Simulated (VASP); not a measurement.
# HfB (Fm-3m) in VASP: notebook

Runs on HfB. Level: PBEsol. Tasks: single point.

All numbers are computed with VASP 6.6.1; they aren't measurements. Logs are shortened: lines on timing, memory, paths and dates and some standing lists are left out, and cuts for length are marked.

## (1) The cell of the first run

Symmetry: Fm-3m, No. 225, cubic system. Conventional cell: a = 4.835 Å, b = 4.835 Å, c = 4.835 Å, α = 90.00°, β = 90.00°, γ = 90.00°. Within 3.2 Å of Hf (site symmetry m-3m) lie 6 B at 2.42 Å. Within 3.2 Å of B (site symmetry m-3m) lie 6 Hf at 2.42 Å.

## (2) Single point, PBEsol (volume scaled by 1.03)

File INCAR:

```
ALGO = Normal ; EDIFF = 1E-6
ENCUT = 520 ; GGA = PS
ISIF = 2 ; ISMEAR = 0
LASPH = True ; LCHARG = False
LREAL = False ; LWAVE = False
NBANDS = 14 ; NELM = 100
PREC = Accurate ; SIGMA = 0.1
```

File KPOINTS:

```
k-points
0
Gamma
  16 16 16
```

File POSCAR:

```
HfB
1.0
    0.0000000000      2.4176516883      2.4176516883
    2.4176516883      0.0000000000      2.4176516883
    2.4176516883      2.4176516883      0.0000000000
Hf B
1 1
Direct
    0.5000000000      0.5000000000      0.5000000000
    0.0000000000      0.0000000000      0.0000000000
```

Potentials or basis: VASP PAW PBE potentials, release 64 (Hf_pv, B).

Run with:

```
> cat potpaw_PBE.64/Hf_pv/POTCAR potpaw_PBE.64/B/POTCAR > POTCAR
> mpirun -np 1 vasp_std > vasp.out
```

OUTCAR:

```text
EDIFF = 1E-6
   ENCUT = 520
   GGA = PS
   ISIF = 2
   ISMEAR = 0
   LASPH = True
   LREAL = False
   NELM = 100
   PREC = Accurate

 ion  position               nearest neighbor table
   1  0.500  0.500  0.500-   2 2.42   2 2.42   2 2.42   2 2.42   2 2.42   2 2.42
   2  0.000  0.000  0.000-   1 2.42   1 2.42   1 2.42   1 2.42   1 2.42   1 2.42

  LATTYP: Found a face centered cubic cell.
 ALAT       =     4.8353033766

  Lattice vectors:

 A1 = (   0.0000000000,   2.4176516883,   2.4176516883)
 A2 = (   2.4176516883,   0.0000000000,   2.4176516883)
 A3 = (   2.4176516883,   2.4176516883,   0.0000000000)

Analysis of symmetry for initial positions (statically):
=====================================================================
 Subroutine PRICEL returns:
 Original cell was already a primitive cell.

 Routine SETGRP: Setting up the symmetry group for a
 face centered cubic supercell.

 Subroutine GETGRP returns: Found 48 space group operations
 (whereof 48 operations were pure point group operations)
 out of a pool of 48 trial point group operations.

The static configuration has the point symmetry O_h .

Analysis of symmetry for dynamics (positions and initial velocities):
=====================================================================
 Subroutine PRICEL returns:
 Original cell was already a primitive cell.

 Routine SETGRP: Setting up the symmetry group for a
 face centered cubic supercell.

 Subroutine GETGRP returns: Found 48 space group operations
 (whereof 48 operations were pure point group operations)
 out of a pool of 48 trial point group operations.

The dynamic configuration has the point symmetry O_h .

 Subroutine INISYM returns: Found 48 space group operations
 (whereof 48 operations are pure point group operations),
 and found     1 'primitive' translations

----------------------------------------------------------------------------------------

                                     Primitive cell

  volume of cell :      28.2625

  direct lattice vectors                    reciprocal lattice vectors
     0.000000000  2.417651688  2.417651688    -0.206812256  0.206812256  0.206812256
     2.417651688  0.000000000  2.417651688     0.206812256 -0.206812256  0.206812256
     2.417651688  2.417651688  0.000000000     0.206812256  0.206812256 -0.206812256

  length of vectors
     3.419075807  3.419075807  3.419075807     0.358209335  0.358209335  0.358209335

  position of ions in fractional coordinates (direct lattice)
     0.500000000  0.500000000  0.500000000
     0.000000000  0.000000000  0.000000000

  ion indices of the primitive-cell ions
   primitive index   ion index
                 1           1
                 2           2

----------------------------------------------------------------------------------------

 KPOINTS: k-points

Automatic generation of k-mesh.
 Grid dimensions read from file:
 generate k-points for:   16   16   16

 Generating k-lattice:

  Cartesian coordinates                     Fractional coordinates (reciprocal lattice)
    -0.012925766  0.012925766  0.012925766     0.062500000  0.000000000  0.000000000
     0.012925766 -0.012925766  0.012925766     0.000000000  0.062500000  0.000000000
     0.012925766  0.012925766 -0.012925766     0.000000000  0.000000000  0.062500000

  Length of vectors
     0.022388083  0.022388083  0.022388083

  Shift w.r.t. Gamma in fractional coordinates (k-lattice)
     0.000000000  0.000000000  0.000000000

 Subroutine IBZKPT returns following result:
 ===========================================

 Found    145 irreducible k-points:

 Following reciprocal coordinates:
            Coordinates               Weight
  0.000000  0.000000  0.000000      1.000000
  0.062500  0.000000  0.000000      8.000000
  0.125000  0.000000  0.000000      8.000000
  0.187500  0.000000  0.000000      8.000000
  0.250000  0.000000  0.000000      8.000000
  0.312500  0.000000  0.000000      8.000000
[... 16 lines left out ...]
 -0.125000  0.062500  0.000000     24.000000
 -0.062500  0.062500  0.000000     12.000000
 [... further k-points ...]
   k-points           NKPTS =    145   k-points in BZ     NKDIM =    145   number of bands    NBANDS=     14
   number of dos      NEDOS =    301   number of ions     NIONS =      2
   total plane-waves  NPLWV =  21952
   dimension x,y,z NGX =    28 NGY =   28 NGZ =   28
   dimension x,y,z NGXF=    56 NGYF=   56 NGZF=   56
   ions per type =               1   1
   NGX,Y,Z   is equivalent  to a cutoff of  13.61, 13.61, 13.61 a.u.
   NGXF,Y,Z  is equivalent  to a cutoff of  27.23, 27.23, 27.23 a.u.
 SYSTEM =  unknown system
   PREC   = accura    normal or accurate (medium, high low for compatibility)
   ISTART =      0    job   : 0-new  1-cont  2-samecut
   ICHARG =      2    charge: 1-file 2-atom 10-const
   ISPIN  =      1    spin polarized calculation?
   LNONCOLLINEAR =      F non collinear calculations
   LSORBIT =      F    spin-orbit coupling
   LASPH  =      T    aspherical Exc in radial PAW
   ENCUT  =  520.0 eV  38.22 Ry    6.18 a.u.   6.36  6.36  6.36*2*pi/ulx,y,z
   NELM   =    100;   NELMIN=  2; NELMDL= -5     # of ELM steps
   EDIFF  = 0.1E-05   stopping-criterion for ELM
   LREAL  =      F    real-space projection
   EDIFFG = 0.1E-04   stopping-criterion for IOM
   NSW    =      0    number of steps for IOM
   IBRION =     -1    ionic relax: 0-MD 1-quasi-New 2-CG
   NFREE  =      0    steps in history (QN), initial steepest desc. (CG)
   ISIF   =      2    stress and relaxation
   ISYM   =      2    0-nonsym 1-usesym 2-fastsym
   POTIM  = 0.5000    time-step for ionic-motion
   TEBEG  =    0.0;   TEEND  =   0.0 temperature during run
   PSTRESS=    0.0 pullay stress
   NELECT =      13.0000    total number of electrons
   NUPDOWN=      -1.0000    fix difference up-down
   EMIN   =  10.00;   EMAX   =-10.00  energy-range for DOS
   EFERMI =   0.00;   METHOD = LEGACY
   ISMEAR =     0;   SIGMA  =   0.10  broadening in eV -4-tet -1-fermi 0-gaus
   EFERMI_NEDOS =   21; number of points for ismear=-14 and -15
   IALGO  =     38    algorithm
   IMIX   =      4    mixing-type and parameters
     AMIX     =   0.40;   BMIX     =  1.00
     AMIX_MAG =   1.60;   BMIX_MAG =  1.00
  volume/ion in A,a.u.               =      14.13        95.36
  Fermi-wavevector in a.u.,A,eV,Ry     =   1.263724  2.388092 21.728480  1.596998
  Thomas-Fermi vector in A             =   2.397066
   LORBIT       =      0    0 simple, 1 ext, 2 COOP (PROOUT), +10 PAW based schemes
   GGA     = PS    functional components
   LHFCALC =     F    Hartree Fock is set to
   AEXX    =    0.0000 exact exchange contribution
   IVDW    =     0    specifies the selected vdW correction
   LEPSILON=     F    determine dielectric tensor
   LRPA    =     F    only Hartree local field effects (RPA)
 non-spin polarized calculation
 Gauss-broadening in eV      SIGMA  =   0.10
  energy-cutoff  :      520.00
  volume of cell :       28.26
 maximum number of plane-waves:       778
 NGX is ok and might be reduce to    28
   NGX = 13   NGY = 13   NGZ = 13

 number of electron      13.0000001 magnetization

 Free energy of the ion-electron system (eV)
  ---------------------------------------------------
  ext. energy  EPLUGINS =         0.00000000
  ---------------------------------------------------
  free energy    TOTEN  =       -18.39985805 eV

  energy without entropy =      -18.39550332  energy(sigma->0) =      -18.39768069

 E-fermi :   4.1573     XC(G=0): -11.7670

 val. band max:        4.1548163287   @ k =   0.5000   0.2500   0.0000
 cond. band min:       4.1604350140   @ k =  -0.3750   0.3750   0.0625
 fundamental gap:      0.0056186854
 Fermi energy:         4.1573313609

 k-point     1 :       0.0000    0.0000    0.0000
  band No.  band energies     occupation
      1     -24.8098      2.00000
      2     -24.8098      2.00000
      3     -24.8098      2.00000
      4      -4.9525      2.00000
      5       6.1617      0.00000
      6       6.1617      0.00000
      7       6.1617      0.00000
      8       7.7659      0.00000
      9       7.7659      0.00000
     10       7.7659      0.00000
     11       7.8439      0.00000
     12       7.8439      0.00000
     13      15.1773      0.00000
     14      15.2831      0.00000

 k-point     2 :       0.0625    0.0000    0.0000
  band No.  band energies     occupation
      1     -24.8274      2.00000
      2     -24.8118      2.00000
      3     -24.8118      2.00000
      4      -4.8564      2.00000
      5       5.7908      0.00000
      6       6.0949      0.00000
      7       6.0949      0.00000
      8       6.9521      0.00000
      9       6.9521      0.00000
     10       7.9507      0.00000
     11       8.9188      0.00000
     12       8.9188      0.00000
     13      15.3211      0.00000
     14      15.5294      0.00000

 k-point     3 :       0.1250    0.0000    0.0000
  band No.  band energies     occupation
      1     -24.8773      2.00000
      2     -24.8172      2.00000
      3     -24.8172      2.00000
      4      -4.5740      2.00000
      5       5.0047      0.00000
      6       5.5565      0.00000
      7       5.5565      0.00000
      8       6.8349      0.00000
      9       6.8349      0.00000
     10       8.2364      0.00000
     11      10.1488      0.00000
     12      10.1488      0.00000
     13      15.6933      0.00000
     14      16.2113      0.00000

 k-point     4 :       0.1875    0.0000    0.0000
  band No.  band energies     occupation
      1     -24.9508      2.00000
      2     -24.8254      2.00000
      3     -24.8254      2.00000
      4      -4.1224      2.00000
      5       4.0952      1.62026
      6       4.8303      0.00000
      7       4.8303      0.00000
      8       7.1854      0.00000
      9       7.1854      0.00000
     10       8.4739      0.00000
     11      11.4520      0.00000
     12      11.4520      0.00000
     13      16.0865      0.00000
     14      17.1404      0.00000

 k-point     5 :       0.2500    0.0000    0.0000
  band No.  band energies     occupation
      1     -25.0361      2.00000
      2     -24.8350      2.00000
      3     -24.8350      2.00000
      4      -3.5280      2.00000
      5       3.1651      2.00000
      6       4.1906      0.63792
      7       4.1906      0.63792
      8       7.7192      0.00000
      9       7.7192      0.00000
     10       8.7148      0.00000
     11      12.7853      0.00000
[... 276 lines left out ...]
 k-point    22 :      -0.1875    0.0625    0.0000
  band No.  band energies     occupation
      1     -24.9817      2.00000
      2     -24.8462      2.00000
      3     -24.8228      2.00000
      4      -3.8636      2.00000
      5       3.7312      2.00000
      6       4.4478      0.00004
      7       4.5344      0.00000
      8       7.0270      0.00000
      9       7.8194      0.00000
     10       8.7940      0.00000
     11      11.1907      0.00000
     12      12.6450      0.00000
     13      16.2274      0.00000
     14      17.5929      0.00000

 k-point    23 :      -0.1250    0.0625    0.0000
  band No.  band energies     occupation
      1     -24.9062      2.00000
      2     -24.8342      2.00000
      3     -24.8155      2.00000
      4      -4.3610      2.00000
      5       4.6611      0.00000
      6       5.0687      0.00000
      7       5.1470      0.00000
      8       6.5874      0.00000
      9       7.4691      0.00000
     10       8.5814      0.00000
     11       9.9990      0.00000
     12      11.3159      0.00000
     13      15.9538      0.00000
     14      16.6870      0.00000

 k-point    24 :      -0.0625    0.0625    0.0000
  band No.  band energies     occupation
      1     -24.8518      2.00000
      2     -24.8222      2.00000
      3     -24.8116      2.00000
      4      -4.6986      2.00000
      5       5.4916      0.00000
      6       5.5485      0.00000
      7       5.9596      0.00000
      8       6.3068      0.00000
      9       7.2807      0.00000
     10       8.3041      0.00000
     11       9.0712      0.00000
     12      10.0551      0.00000
     13      15.5493      0.00000
     14      15.9203      0.00000

 [... further k-points ...]
[... 5 lines left out ...]
  --------------------------------------------------------------------------------------
  -------------------------------------------------------------------------------------
  Total       -0.8603320     -0.8603320     -0.8603320      0.0000000     -0.0000000      0.0000000
  in kB      -48.7714275    -48.7714275    -48.7714275      0.0000000     -0.0000000      0.0000000
  external PRESSURE =     -48.7714275 kB  Pullay stress =       0.0000000 kB

 VOLUME and BASIS-vectors are now :
 -----------------------------------------------------------------------------
  energy-cutoff  :      520.00
  volume of cell :       28.26
      direct lattice vectors                 reciprocal lattice vectors
     0.000000000  2.417651688  2.417651688    -0.206812256  0.206812256  0.206812256
     2.417651688  0.000000000  2.417651688     0.206812256 -0.206812256  0.206812256
     2.417651688  2.417651688  0.000000000     0.206812256  0.206812256 -0.206812256

 POSITION                                       TOTAL-FORCE (eV/Angst)
 -----------------------------------------------------------------------------------
      2.41765      2.41765      2.41765        -0.000000     -0.000000     -0.000000
      0.00000      0.00000      0.00000         0.000000      0.000000      0.000000
 -----------------------------------------------------------------------------------
    total drift:                                0.000000      0.000000      0.000000

  FREE ENERGIE OF THE ION-ELECTRON SYSTEM (eV)
  ---------------------------------------------------
  free  energy   TOTEN  =       -18.3998580547 eV

  energy  without entropy=      -18.3955033233  energy(sigma->0) =      -18.39768069
```

Run time: 22 s. Hardware: 1 thread of Intel Xeon 6975P-C (Granite Rapids), shared host; peak memory 0.19 GiB.

What came out:

```
Free energy : -18.3999 eV
Pressure    : -4.9 GPa
```

Levels at points of the mesh, in eV from the Fermi level:
| k point | band 4 | band 5 | band 6 | band 7 | band 8 | band 9 | band 10 | band 11 |
| --- | --- | --- | --- | --- | --- | --- | --- | --- |
| (0.00, 0.00, 0.00) | -9.11 | 2.00 | 2.00 | 2.00 | 3.61 | 3.61 | 3.61 | 3.69 |
| (0.50, 0.00, 0.00) | -4.63 | -4.42 | -1.15 | -1.15 | 5.62 | 5.62 | 6.44 | 7.70 |
| (0.50, 0.50, 0.00) | -6.33 | -1.24 | -0.82 | 1.96 | 1.96 | 5.37 | 6.74 | 6.74 |

Caveat: the PAW data sets were made with another functional, which shifts forces and pressure a little; spin-orbit coupling is left out, which moves the levels of the heavy elements.

[end of part 1 of 2]
